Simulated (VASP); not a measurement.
Wanted: the native input for a VASP 6.6.1 run.

* Task: single point
* Functional: PBE
* Potentials or basis: VASP PAW PBE potentials, release 64 (Ge_d)
* Cutoff: 520 eV
* k mesh: 4 × 4 × 4
* Occupations: gaussian, width 0.1 eV
* Spin: no spin polarisation
* Dipole correction: no
* Further INCAR settings: ALGO = Normal; EDIFF = 1e-07; NBANDS = 81

The structure of Ge lies in POSCAR:

```
Ge
1.0
    6.7807495200      0.0000000000      0.0000000000
    0.0000000000      6.7807495200      0.0000000000
    0.0000000000      0.0000000000      4.6713247000
Ge
10
Direct
    0.0522067900      0.7431133300      0.3319454500
    0.9477932100      0.2568866700      0.3319454500
    0.7568866700      0.5522067900      0.3319454500
    0.2431133300      0.4477932100      0.3319454500
    0.4477932100      0.2431133300      0.6680545500
    0.5522067900      0.7568866700      0.6680545500
    0.7431133300      0.0522067900      0.6680545500
    0.2568866700      0.9477932100      0.6680545500
    0.0000000000      0.0000000000      0.0000000000
    0.5000000000      0.5000000000      0.0000000000
```

One way to write it, as run:

INCAR

```
SYSTEM = Ge
PREC = Accurate
ENCUT = 520
EDIFF = 1E-7
ISMEAR = 0
SIGMA = 0.1
LREAL = .False.
LASPH = .True.
NELM = 80
ALGO = Normal
ISIF = 2
LWAVE = .False.
LCHARG = .False.
GGA = PE
NBANDS = 81
```

KPOINTS

```
regular mesh
0
Gamma
  4 4 4
  0 0 0
```

Potentials or basis: VASP PAW PBE potentials, release 64 (Ge_d).

Command:

```sh
$ cat potpaw_PBE.64/Ge_d/POTCAR > POTCAR
$ mpirun -np 1 vasp_std > vasp.out
```

Results of the run:

- Pressure: 13.9 GPa
- Largest force: 0.746 eV/Å
- Band gap on the k mesh: zero (band 70 reaches 5.55 eV, above the bottom of band 71 at 5.07 eV)

Run time: 6.3 min on 1 thread of Intel Xeon 6975P-C (shared host), peak memory 0.41 GiB.
